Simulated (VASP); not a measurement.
# LiH (Fm-3m) in VASP: G0W0 quasiparticle levels with PBE

Aim: the G0W0 quasiparticle levels of LiH with PBE.

Everything below comes from runs of VASP 6.6.1. Logs are shortened: lines on timing, memory, paths and dates and some standing lists are left out, and cuts for length are marked.

### Step 1. The cell of the first run

The structure is cubic, space group Fm-3m (No. 225). The conventional cell has a = 4.006 Å, b = 4.006 Å, c = 4.006 Å, α = 90.00°, β = 90.00°, γ = 90.00°. Li (site symmetry m-3m) has 6 H at 2.00 Å within 2.7 Å. Within 2.7 Å of H (site symmetry m-3m) lie 6 Li at 2.00 Å.

### Step 2. G0W0 quasiparticle levels, PBE

POSCAR reads:

```
LiH
1.0
    0.0000000000      2.0029948777      2.0029948777
    2.0029948777      0.0000000000      2.0029948777
    2.0029948777      2.0029948777      0.0000000000
Li H
1 1
Direct
    0.0000000000      0.0000000000      0.0000000000
    0.5000000000      0.5000000000      0.5000000000
```

INCAR.step1 reads:

```
SYSTEM = LiH
  PREC = Accurate
  ENCUT = 500
  EDIFF = 1E-8
  ISMEAR = 0
  SIGMA = 0.01
  LREAL = .FALSE.
  LASPH = .TRUE.
  NELM = 80
  ALGO = Normal
  LWAVE = .TRUE.
  LCHARG = .FALSE.
  GGA = PE
```

INCAR.step2 reads:

```
SYSTEM = LiH
  PREC = Accurate
  ENCUT = 500
  EDIFF = 1E-8
  ISMEAR = 0
  SIGMA = 0.01
  LREAL = .FALSE.
  LASPH = .TRUE.
  NELM = 1
  ALGO = Exact
  LWAVE = .TRUE.
  LCHARG = .FALSE.
  GGA = PE
  NBANDS = 37
  LOPTICS = .TRUE.
  ISTART = 1
```

INCAR.step3 reads:

```
SYSTEM = LiH
  PREC = Accurate
  ENCUT = 500
  EDIFF = 1E-8
  ISMEAR = 0
  SIGMA = 0.01
  LREAL = .FALSE.
  LASPH = .TRUE.
  ALGO = EVGW0
  LWAVE = .FALSE.
  LCHARG = .FALSE.
  GGA = PE
  NELMGW = 1
  NBANDS = 37
  ENCUTGW = 100.0
  NOMEGA = 96
  PRECFOCK = Fast
  ISTART = 1
  NBANDSGW = 9
  OMEGAMAX = 20
```

KPOINTS reads:

```
regular mesh
0
G
  8 8 8
  0 0 0
```

Potentials or basis: VASP PAW PBE potentials, release 64 (Li_GW, H_GW).

The run is started by

```bash
$ cat potpaw_PBE.64/Li_GW/POTCAR potpaw_PBE.64/H_GW/POTCAR > POTCAR
$ cp INCAR.step1 INCAR
$ mpirun -np 1 vasp_std > vasp.out
$ cp INCAR.step2 INCAR
$ mpirun -np 1 vasp_std > vasp.out
$ cp INCAR.step3 INCAR
$ mpirun -np 1 vasp_std > vasp.out
```

OUTCAR:

```text
SYSTEM = LiH
   PREC = Accurate
   ENCUT = 500
   EDIFF = 1E-8
   ISMEAR = 0
   LREAL = .FALSE.
   LASPH = .TRUE.
   GGA = PE
   NELMGW = 1
   ENCUTGW = 100.0
   PRECFOCK = Fast
   ISTART = 1

 ion  position               nearest neighbor table
   1  0.000  0.000  0.000-   2 2.00   2 2.00   2 2.00   2 2.00   2 2.00   2 2.00
   2  0.500  0.500  0.500-   1 2.00   1 2.00   1 2.00   1 2.00   1 2.00   1 2.00

  LATTYP: Found a face centered cubic cell.
 ALAT       =     4.0059897554

  Lattice vectors:

 A1 = (   0.0000000000,   2.0029948777,   2.0029948777)
 A2 = (   2.0029948777,   0.0000000000,   2.0029948777)
 A3 = (   2.0029948777,   2.0029948777,   0.0000000000)

Analysis of symmetry for initial positions (statically):
=====================================================================
 Subroutine PRICEL returns:
 Original cell was already a primitive cell.

 Routine SETGRP: Setting up the symmetry group for a
 face centered cubic supercell.

 Subroutine GETGRP returns: Found 48 space group operations
 (whereof 48 operations were pure point group operations)
 out of a pool of 48 trial point group operations.

The static configuration has the point symmetry O_h .

Analysis of symmetry for dynamics (positions and initial velocities):
=====================================================================
 Subroutine PRICEL returns:
 Original cell was already a primitive cell.

 Routine SETGRP: Setting up the symmetry group for a
 face centered cubic supercell.

 Subroutine GETGRP returns: Found 48 space group operations
 (whereof 48 operations were pure point group operations)
 out of a pool of 48 trial point group operations.

The dynamic configuration has the point symmetry O_h .

 Subroutine INISYM returns: Found 48 space group operations
 (whereof 48 operations are pure point group operations),
 and found     1 'primitive' translations

----------------------------------------------------------------------------------------

                                     Primitive cell

  volume of cell :      16.0720

  direct lattice vectors                    reciprocal lattice vectors
[... 77 lines left out ...]
 SYSTEM =  LiH
   PREC   = accura    normal or accurate (medium, high low for compatibility)
   ISTART =      1    job   : 0-new  1-cont  2-samecut
   ICHARG =      0    charge: 1-file 2-atom 10-const
   ISPIN  =      1    spin polarized calculation?
   LNONCOLLINEAR =      F non collinear calculations
   LSORBIT =      F    spin-orbit coupling
   LASPH  =      T    aspherical Exc in radial PAW
   ENCUT  =  500.0 eV  36.75 Ry    6.06 a.u.   5.16  5.16  5.16*2*pi/ulx,y,z
   NELM   =     60;   NELMIN=  2; NELMDL=  0     # of ELM steps
   EDIFF  = 0.1E-07   stopping-criterion for ELM
   LREAL  =      F    real-space projection
   EDIFFG = 0.1E-06   stopping-criterion for IOM
   NSW    =      0    number of steps for IOM
   IBRION =     -1    ionic relax: 0-MD 1-quasi-New 2-CG
   NFREE  =      0    steps in history (QN), initial steepest desc. (CG)
   ISIF   =      0    stress and relaxation
   ISYM   =      3    0-nonsym 1-usesym 2-fastsym
   POTIM  = 0.5000    time-step for ionic-motion
   TEBEG  =    0.0;   TEEND  =   0.0 temperature during run
   PSTRESS=    0.0 pullay stress
   NELECT =       2.0000    total number of electrons
   NUPDOWN=      -1.0000    fix difference up-down
   EMIN   =  10.00;   EMAX   =-10.00  energy-range for DOS
   EFERMI =   0.00;   METHOD = LEGACY
   ISMEAR =     0;   SIGMA  =   0.01  broadening in eV -4-tet -1-fermi 0-gaus
   EFERMI_NEDOS =   21; number of points for ismear=-14 and -15
   IALGO  =     38    algorithm
   IMIX   =      4    mixing-type and parameters
     AMIX     =   0.40;   BMIX     =  1.00
     AMIX_MAG =   1.60;   BMIX_MAG =  1.00
  volume/ion in A,a.u.               =       8.04        54.23
  Fermi-wavevector in a.u.,A,eV,Ry     =   0.817325  1.544521  9.088975  0.668021
  Thomas-Fermi vector in A             =   1.927753
   LORBIT       =      0    0 simple, 1 ext, 2 COOP (PROOUT), +10 PAW based schemes
   GGA     = PE    functional components
   LHFCALC =     T    Hartree Fock is set to
   PRECFOCK=fast      Normal, Fast or Accurate (Low or Medium for compatibility)
   ENCUT4O =  -1.0   cutoff for four orbital integrals eV
   NKREDX  =     1    reduce k-point grid by
   NKREDY  =     1    reduce k-point grid by
   NKREDZ  =     1    reduce k-point grid by
   AEXX    =    1.0000 exact exchange contribution
   HFSCREEN=    0.0000 screening length (either q_TF or 0.3 A-1)
   HFSCREENC=   0.0000 screening length for correlation (either q_TF or 0.3 A-1)
   ENCUTFOCK=  -1.0 apply spherical cutoff to Coloumb kernel
   IVDW    =     0    specifies the selected vdW correction
   LEPSILON=     F    determine dielectric tensor
   LRPA    =     F    only Hartree local field effects (RPA)
   LRPAFORCE           =     F    calculate RPA forces
   ENCUTGW             = 100.0    cutoff for response function in eV
   ENCUTGWSOFT         =  80.0    soft cutoff for Coulomb kernel in GW response function in eV
   ENCUTLF             =  -1.0    cutoff for local field effects
   NELMGW              =     1    number of iterations in solving QP/BSE equation
   NELMHF              =     1    number of iterations in the inner HF iteration
   NKREDLFX            =     1    NKREDLFY  =   1   NKREDLFZ  =   1
 non-spin polarized calculation
 Gauss-broadening in eV      SIGMA  =   0.01
  energy-cutoff  :      500.00
  volume of cell :       16.07
 maximum number of plane-waves:       416
 NGX is ok and might be reduce to    24
  NGX = 14; NGY = 14; NGZ = 14
   NGX = 11   NGY = 11   NGZ = 11
 maximum number of plane-waves:        43
 NGX is ok and might be reduce to    10

 QP shifts <psi_nk| G(iteration)W_0 |psi_nk>: iteration 1
 for sc-GW calculations column KS-energies equals QP-energies in previous step
 and V_xc(KS)=  KS-energies - (<T + V_ion + V_H > + <T+V_H+V_ion>^1  + <V_x>^1)

 k-point   1 :       0.0000    0.0000    0.0000
  band No.  KS-energies  QP-energies   sigma(KS)   V_xc(KS)     V^pw_x(r,r')   Z            occupation Imag(sigma)

      1      -8.1241      -9.5512     -11.4767      -9.3467     -15.1912       0.6700       2.0000       0.1946
      2      13.4591      14.2649     -10.1514     -11.2946      -4.1556       0.7048       0.0000      -0.9243
      3      15.2648      16.3335      -6.5317      -7.9607      -1.3788       0.7478       0.0000      -0.5393
      4      15.2648      16.3335      -6.5317      -7.9607      -1.3788       0.7478       0.0000      -0.5393
      5      15.2648      16.3335      -6.5317      -7.9607      -1.3788       0.7478       0.0000      -0.5393
      6      19.9902      20.4977      -6.7303      -7.2626      -1.1022       0.9534       0.0000      -2.2009
      7      19.9902      20.4977      -6.7303      -7.2626      -1.1022       0.9534       0.0000      -2.2009
      8      19.9902      20.4977      -6.7303      -7.2626      -1.1022       0.9534       0.0000      -2.2009
      9      21.6362      22.2984      -6.0128      -6.7679      -0.8200       0.8769       0.0000      -1.8805
[... 290 lines left out ...]
      1      -4.3721      -5.6422     -12.0043     -10.2853     -14.1588       0.7389       2.0000       0.0681
      2       2.4247       3.0628      -6.6575      -7.4717      -3.0157       0.7838       0.0000      -0.0689
      3       6.2085       6.9334      -7.5203      -8.4949      -3.1923       0.7438       0.0000      -0.1449
      4      10.6585      11.3414      -6.7636      -7.6754      -1.7900       0.7490       0.0000      -0.4057
      5      13.8000      14.6596      -7.0492      -8.2175      -1.6511       0.7357       0.0000      -0.6788
      6      20.4729      21.2888      -6.9931      -7.9515      -1.4752       0.8513       0.0000      -1.8728
      7      23.5278      24.6837      -7.0288      -8.3448      -1.3964       0.8783       0.0000      -2.2024
      8      24.7433      26.0770      -6.1193      -7.6528      -0.8853       0.8698       0.0000      -1.9412
      9      25.9893      27.5946      -6.3649      -8.1629      -1.3122       0.8928       0.0000      -2.1755

 [... further k-points ...]
```

Wall time 3.6 min (1 thread of Intel Xeon 6975P-C (Granite Rapids), shared host); peak memory 0.38 GiB.

Results:

* Quasiparticle gap: 4.83 eV
* Least direct quasiparticle gap: 4.83 eV
* Band gap of the starting levels on the mesh: 2.98 eV
* Least direct gap of the starting levels on the mesh: 2.98 eV

Caveat: bands, screening cutoff and mesh are small and nothing is extrapolated, so the quasiparticle values aren't converged.
